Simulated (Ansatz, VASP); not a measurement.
## One calculation of TlZnBr3, two programs

```
Tl Zn Br
1.0
     5.21601    0.00000    0.00000
     0.00000    5.21601    0.00000
     0.00000    0.00000    5.21601
Tl Zn Br
1 1 3
Cartesian
  0.0000 0.0000 0.0000
  2.6080 2.6080 2.6080
  2.6080 2.6080 0.0000
  2.6080 0.0000 2.6080
  0.0000 2.6080 2.6080
```

Alike in both runs: task single point; functional PBE; k mesh 4 × 4 × 4; no spin polarisation.

|  | VASP | Ansatz |
| --- | --- | --- |
| version | VASP 6.6.1 | Ansatz 0.2.0 |
| potentials or method | VASP PAW PBE potentials, release 64 (Tl_d, Zn, Br) | plane waves, PAW |
| plane-wave cutoff (eV) | 520 | 420 |
| occupations | gaussian, width 0.01 eV | fixed |
| valence electrons in the cell | 46 | 46 |

```tsv
	VASP	Ansatz	Ansatz less VASP
gap on the k mesh at the Fermi level (eV)	0.27	0.27	+0.005
pressure (GPa)	1.0	1.0	-0.02
```

Neither program's run includes spin-orbit coupling.
